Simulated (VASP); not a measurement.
# Al in VASP: relaxation of the atoms with PBE

Aim: the relaxation of the atoms of Al with PBE.

Program: VASP 6.6.1. These are calculated values, not measurements. Logs are shortened: lines on timing, memory, paths and dates and some standing lists are left out, and cuts for length are marked.

### Step 1. The cell of the first run

The cell holds a slab with vacuum, 16 atoms: a = 8.100 Å, b = 5.728 Å, c = 15.296 Å, α = 90.00°, β = 90.00°, γ = 90.00°.

### Step 2. Relaxation of the atoms, PBE

Contents of INCAR:

```
ALGO     = Normal         # electronic algorithm
EDIFF    = 1E-7           # SCF threshold, eV
EDIFFG   = -0.08          # ionic threshold
ENCUT    = 520            # plane-wave cutoff, eV
GGA      = PE             # functional
IBRION   = 2              # ionic algorithm
ISIF     = 2              # what is computed and relaxed
ISMEAR   = -1             # smearing method
LASPH    = True           # aspherical terms in the spheres
LCHARG   = False          # write CHGCAR
LREAL    = Auto         
LWAVE    = False          # write WAVECAR
NELM     = 80             # most SCF steps
NSW      = 45             # ionic steps
PREC     = Accurate       # precision mode
SIGMA    = 0.15           # smearing width, eV
```

Contents of KPOINTS:

```
k-points
0
Gamma
  2 2 1
```

Contents of POSCAR:

```
Al
1.0
    8.1000000000      0.0000000000      0.0000000000
    0.0000000000      5.7275650000      0.0000000000
    0.0000000000      0.0000000000     15.2956740000
Al
16
Selective dynamics
Direct
    0.2500000000      0.2500000000      0.0653780000  F F F
    0.7500000000      0.2500000000      0.0653780000  F F F
    0.2500000000      0.7500000000      0.0653780000  F F F
    0.7500000000      0.7500000000      0.0653780000  F F F
    0.0000000000      0.0000000000      0.1589921000  T T T
    0.5000000000      0.0000000000      0.1589921000  T T T
    0.0000000000      0.5000000000      0.1589921000  T T T
    0.5000000000      0.5000000000      0.1589921000  T T T
    0.2500000000      0.2500000000      0.2526062000  T T T
    0.7500000000      0.2500000000      0.2526062000  T T T
    0.2500000000      0.7500000000      0.2526062000  T T T
    0.7500000000      0.7500000000      0.2526062000  T T T
    0.0000000000      0.0000000000      0.3462204000  T T T
    0.5000000000      0.0000000000      0.3462204000  T T T
    0.0000000000      0.5000000000      0.3462204000  T T T
    0.5000000000      0.5000000000      0.3462204000  T T T
```

Potentials or basis: VASP PAW PBE potentials, release 64 (Al).

The run is started by

```sh
$ cat potpaw_PBE.64/Al/POTCAR > POTCAR
$ mpirun -np 1 vasp_std > vasp.out
```

OUTCAR:

```text
EDIFF = 1E-7
   EDIFFG = -0.08
   ENCUT = 520
   GGA = PE
   IBRION = 2
   ISIF = 2
   ISMEAR = -1
   LASPH = True
   LREAL = Auto
   NELM = 80
   NSW = 45
   PREC = Accurate

 ion  position               nearest neighbor table
   1  0.250  0.250  0.065-   9 2.86   6 2.86   7 2.86   8 2.86   5 2.86   3 2.86   3 2.86
   2  0.750  0.250  0.065-  10 2.86   6 2.86   7 2.86   8 2.86   5 2.86   4 2.86   4 2.86
   3  0.250  0.750  0.065-  11 2.86   6 2.86   7 2.86   8 2.86   5 2.86   1 2.86   1 2.86
   4  0.750  0.750  0.065-  12 2.86   6 2.86   7 2.86   8 2.86   5 2.86   2 2.86   2 2.86
   5  0.000  0.000  0.159-   1 2.86   2 2.86   3 2.86   4 2.86   9 2.86  10 2.86  11 2.86  12 2.86
                             7 2.86   7 2.86  13 2.86
   6  0.500  0.000  0.159-   1 2.86   2 2.86   3 2.86   4 2.86   9 2.86  10 2.86  11 2.86  12 2.86
                             8 2.86   8 2.86  14 2.86
   7  0.000  0.500  0.159-   1 2.86   2 2.86   3 2.86   4 2.86   9 2.86  10 2.86  11 2.86  12 2.86
                             5 2.86   5 2.86  15 2.86
   8  0.500  0.500  0.159-   1 2.86   2 2.86   3 2.86   4 2.86   9 2.86  10 2.86  11 2.86  12 2.86
                             6 2.86   6 2.86  16 2.86
   9  0.250  0.250  0.253-   1 2.86   5 2.86   6 2.86   7 2.86   8 2.86  11 2.86  11 2.86  14 2.86
                            15 2.86  16 2.86  13 2.86
  10  0.750  0.250  0.253-   2 2.86   5 2.86   6 2.86   7 2.86   8 2.86  12 2.86  12 2.86  14 2.86
                            15 2.86  16 2.86  13 2.86
  11  0.250  0.750  0.253-   3 2.86   5 2.86   6 2.86   7 2.86   8 2.86   9 2.86   9 2.86  14 2.86
[... 15 lines left out ...]
 A1 = (   0.0000000000,  -5.7275650000,   0.0000000000)
 A2 = (   8.1000000000,   0.0000000000,   0.0000000000)
 A3 = (   0.0000000000,   0.0000000000,  15.2956740000)

Analysis of symmetry for initial positions (statically):
=====================================================================
 Subroutine PRICEL returns following result:

  LATTYP: Found a simple orthorhombic cell.
 ALAT       =     2.8637825000
 B/A-ratio  =     1.4142135445
 C/A-ratio  =     5.3410739119
[... 12 lines left out ...]
 Subroutine GETGRP returns: Found  8 space group operations
 (whereof  4 operations were pure point group operations)
 out of a pool of  8 trial point group operations.

The static configuration has the point symmetry C_2v.
 The point group associated with its full space group is D_2h.

Analysis of symmetry for dynamics (positions and initial velocities):
=====================================================================
 Subroutine PRICEL returns following result:

  LATTYP: Found a simple orthorhombic cell.
 ALAT       =     2.8637825000
 B/A-ratio  =     1.4142135445
 C/A-ratio  =     5.3410739119
[... 12 lines left out ...]
 Subroutine GETGRP returns: Found  8 space group operations
 (whereof  4 operations were pure point group operations)
 out of a pool of  8 trial point group operations.

The dynamic configuration has the point symmetry C_2v.
 The point group associated with its full space group is D_2h.

Analysis of constrained symmetry for selective dynamics:
=====================================================================
 Subroutine PRICEL returns following result:

  LATTYP: Found a simple orthorhombic cell.
 ALAT       =     2.8637825000
 B/A-ratio  =     1.4142135445
 C/A-ratio  =     5.3410739119
[... 12 lines left out ...]
 Subroutine GETGRP returns: Found  4 space group operations
 (whereof  4 operations were pure point group operations)
 out of a pool of  8 trial point group operations.

The constrained configuration has the point symmetry C_2v.

 Subroutine INISYM returns: Found  4 space group operations
 (whereof  4 operations are pure point group operations),
 and found     4 'primitive' translations

----------------------------------------------------------------------------------------

                                     Primitive cell

  volume of cell :     177.4041

  direct lattice vectors                    reciprocal lattice vectors
     0.000000000 -2.863782500  0.000000000     0.000000000 -0.349188530  0.000000000
     4.050000000  0.000000000  0.000000000     0.246913580  0.000000000  0.000000000
     0.000000000  0.000000000 15.295674000     0.000000000  0.000000000  0.065377962

  length of vectors
     2.863782500  4.050000000 15.295674000     0.349188530  0.246913580  0.065377962

  position of ions in fractional coordinates (direct lattice)
     0.500000000  0.500000000  0.065378000
     0.000000000  0.000000000  0.158992100
     0.500000000  0.500000000  0.252606200
     0.000000000  0.000000000  0.346220400

  ion indices of the primitive-cell ions
   primitive index   ion index
                 1           1
                 2           5
                 3           9
                 4          13

----------------------------------------------------------------------------------------

 KPOINTS: k-points

Automatic generation of k-mesh.
 Grid dimensions read from file:
 generate k-points for:    2    2    1

 Generating k-lattice:

  Cartesian coordinates                     Fractional coordinates (reciprocal lattice)
     0.061728395  0.000000000  0.000000000     0.500000000  0.000000000  0.000000000
     0.000000000  0.087297132  0.000000000     0.000000000  0.500000000  0.000000000
     0.000000000  0.000000000  0.065377962     0.000000000  0.000000000  1.000000000

  Length of vectors
     0.061728395  0.087297132  0.065377962

  Shift w.r.t. Gamma in fractional coordinates (k-lattice)
     0.000000000  0.000000000  0.000000000

 Subroutine IBZKPT returns following result:
 ===========================================

 Found      4 irreducible k-points:

 Following reciprocal coordinates:
            Coordinates               Weight
  0.000000  0.000000  0.000000      1.000000
  0.500000  0.000000  0.000000      1.000000
  0.000000  0.500000  0.000000      1.000000
  0.500000  0.500000  0.000000      1.000000
   k-points           NKPTS =      4   k-points in BZ     NKDIM =      4   number of bands    NBANDS=     33
   number of dos      NEDOS =    301   number of ions     NIONS =     16
   total plane-waves  NPLWV = 345600
   dimension x,y,z NGX =    60 NGY =   48 NGZ =  120
   dimension x,y,z NGXF=   120 NGYF=   96 NGZF=  240
   ions per type =              16
   NGX,Y,Z   is equivalent  to a cutoff of  12.31, 13.93, 13.04 a.u.
   NGXF,Y,Z  is equivalent  to a cutoff of  24.63, 27.86, 26.09 a.u.
 SYSTEM =  unknown system
   PREC   = accura    normal or accurate (medium, high low for compatibility)
   ISTART =      0    job   : 0-new  1-cont  2-samecut
   ICHARG =      2    charge: 1-file 2-atom 10-const
   ISPIN  =      1    spin polarized calculation?
   LNONCOLLINEAR =      F non collinear calculations
   LSORBIT =      F    spin-orbit coupling
   LASPH  =      T    aspherical Exc in radial PAW
   ENCUT  =  520.0 eV  38.22 Ry    6.18 a.u.  15.06 10.65 28.44*2*pi/ulx,y,z
   NELM   =     80;   NELMIN=  2; NELMDL= -5     # of ELM steps
   EDIFF  = 0.1E-06   stopping-criterion for ELM
   LREAL  =      T    real-space projection
   EDIFFG = -.8E-01   stopping-criterion for IOM
   NSW    =     45    number of steps for IOM
   IBRION =      2    ionic relax: 0-MD 1-quasi-New 2-CG
   NFREE  =      1    steps in history (QN), initial steepest desc. (CG)
   ISIF   =      2    stress and relaxation
   ISYM   =      2    0-nonsym 1-usesym 2-fastsym
   POTIM  = 0.5000    time-step for ionic-motion
   TEBEG  =    0.0;   TEEND  =   0.0 temperature during run
   PSTRESS=    0.0 pullay stress
   NELECT =      48.0000    total number of electrons
   NUPDOWN=      -1.0000    fix difference up-down
   EMIN   =  10.00;   EMAX   =-10.00  energy-range for DOS
   EFERMI =   0.00;   METHOD = LEGACY
   ISMEAR =    -1;   SIGMA  =   0.15  broadening in eV -4-tet -1-fermi 0-gaus
   EFERMI_NEDOS =   21; number of points for ismear=-14 and -15
   IALGO  =     38    algorithm
   IMIX   =      4    mixing-type and parameters
     AMIX     =   0.40;   BMIX     =  1.00
     AMIX_MAG =   1.60;   BMIX_MAG =  1.00
  volume/ion in A,a.u.               =      44.35       299.30
  Fermi-wavevector in a.u.,A,eV,Ry     =   0.667033  1.260510  6.053682  0.444933
  Thomas-Fermi vector in A             =   1.741516
   LORBIT       =      0    0 simple, 1 ext, 2 COOP (PROOUT), +10 PAW based schemes
   GGA     = PE    functional components
   LHFCALC =     F    Hartree Fock is set to
   AEXX    =    0.0000 exact exchange contribution
   IVDW    =     0    specifies the selected vdW correction
   LEPSILON=     F    determine dielectric tensor
   LRPA    =     F    only Hartree local field effects (RPA)
 conjugate gradient relaxation of ions
 non-spin polarized calculation
  energy-cutoff  :      520.00
  volume of cell :      709.62
 maximum number of plane-waves:     19139
   NGX = 31   NGY = 21   NGZ = 57

--------------------------------------- Ionic step        1  -------------------------------------------

 number of electron      47.9999999 magnetization

 Free energy of the ion-electron system (eV)
  ---------------------------------------------------
  ext. energy  EPLUGINS =         0.00000000
  ---------------------------------------------------
  free energy    TOTEN  =       -54.28097818 eV

  energy without entropy =      -53.71771139  energy(sigma->0) =      -53.99934478

------------------------ aborting loop because EDIFF is reached ----------------------------------------

  FORCE on cell =-STRESS in cart. coord.  units (eV):
  Direction    XX          YY          ZZ          XY          YZ          ZX
  --------------------------------------------------------------------------------------
  -------------------------------------------------------------------------------------
  Total       -0.1738669    -20.3865696     -3.2076988      0.0000000      0.0000000      0.0000000
  in kB       -0.3925580    -46.0289506     -7.2423666      0.0000000      0.0000000      0.0000000
  external PRESSURE =     -17.8879584 kB  Pullay stress =       0.0000000 kB
[... 131 lines left out ...]
  FREE ENERGIE OF THE ION-ELECTRON SYSTEM (eV)
  ---------------------------------------------------
  free  energy   TOTEN  =       -54.3278075832 eV

  energy  without entropy=      -53.7560125191  energy(sigma->0) =      -54.04191005

[... ionic steps 4 to 8 ...]

--------------------------------------- Ionic step        9  -------------------------------------------

 number of electron      47.9999999 magnetization

------------------------ aborting loop because EDIFF is reached ----------------------------------------
[... 95 lines left out ...]
--------------------------------------- Ionic step       11  -------------------------------------------

 number of electron      47.9999999 magnetization

 Free energy of the ion-electron system (eV)
  ---------------------------------------------------
  ext. energy  EPLUGINS =         0.00000000
  ---------------------------------------------------
  free energy    TOTEN  =       -54.41381456 eV

  energy without entropy =      -53.87226635  energy(sigma->0) =      -54.14304045

 E-fermi :   0.4785     XC(G=0):  -5.0545

 val. band max:        0.4748248383   @ k =   0.0000   0.0000   0.0000
 cond. band min:       0.5921254569   @ k =   0.0000   0.0000   0.0000
 fundamental gap:      0.1173006187
 Fermi energy:         0.4785206715

 k-point     1 :       0.0000    0.0000    0.0000
  band No.  band energies     occupation
      1      -9.8143      2.00000
      2      -7.6159      2.00000
      3      -7.6136      2.00000
      4      -7.3342      2.00000
      5      -5.4023      2.00000
      6      -5.4011      2.00000
[... 176 lines left out ...]
  FREE ENERGIE OF THE ION-ELECTRON SYSTEM (eV)
  ---------------------------------------------------
  free  energy   TOTEN  =       -54.4138145558 eV

  energy  without entropy=      -53.8722663513  energy(sigma->0) =      -54.14304045

 reached required accuracy - stopping structural energy minimisation
```

Run time: 40 min. Hardware: 1 thread of Intel Xeon 8259CL, shared host; peak memory 0.75 GiB.

What came out:

```yaml
Free_energy: -54.4138 eV
Energy_gained_by_relaxing: 8.3 meV/atom
Ionic_steps: 11
Band_gap_on_the_k_mesh: zero (bands 24 and 25 overlap by 0.13 eV)
```

The path:
```csv
step,energy change (eV),largest force on free atoms (eV/Å),pressure (GPa)
1,0.0000,0.2307,-1.79
2,-0.0160,0.2079,-1.76
3,-0.0468,0.1396,-1.69
4,-0.0374,0.3053,-1.48
5,-0.0543,0.1552,-1.61
6,-0.0663,0.1449,-1.55
7,-0.0942,0.1119,-1.35
8,-0.1055,0.2329,-0.91
9,-0.1090,0.1724,-1.08
10,-0.1225,0.1159,-1.05
11,-0.1328,0.0270,-0.97
```

Final structure:
```
CELL_PARAMETERS angstrom
8.10000 0.00000 0.00000
0.00000 5.72757 0.00000
0.00000 0.00000 15.29567
ATOMIC_POSITIONS crystal
Al 0.25000 0.25000 0.06538
Al 0.75000 0.25000 0.06538
Al 0.25000 0.75000 0.06538
Al 0.75000 0.75000 0.06538
Al 0.00000 0.00000 0.14961
Al 0.50000 0.00000 0.14961
Al 0.00000 0.50000 0.14961
Al 0.50000 0.50000 0.14961
Al 0.25000 0.25000 0.24662
Al 0.75000 0.25000 0.24662
Al 0.25000 0.75000 0.24662
Al 0.75000 0.75000 0.24662
Al 0.00000 0.00000 0.33070
Al 0.50000 0.00000 0.33070
Al 0.00000 0.50000 0.33070
Al 0.50000 0.50000 0.33070
```

Levels at points of the mesh, in eV from the Fermi level:
```csv
k point,band 21,band 22,band 23,band 24,band 25,band 26,band 27,band 28
"(0.00, 0.00, 0.00)",-1.23,-0.80,-0.80,-0.66,0.00,0.00,0.11,1.44
"(0.50, 0.00, 0.00)",-1.00,-1.00,-0.99,-0.99,0.37,0.37,0.37,0.37
"(0.00, 0.50, 0.00)",-0.81,-0.81,0.13,0.13,0.51,0.51,1.14,1.14
"(0.50, 0.50, 0.00)",-0.30,-0.30,-0.30,-0.30,0.42,0.42,0.42,0.42
```

Caveat: the k points lie up to 0.55 Å⁻¹ apart; there is no dipole correction, which matters where the two faces differ.

The gap in the log of VASP goes by the Fermi energy; the results here count the filled bands.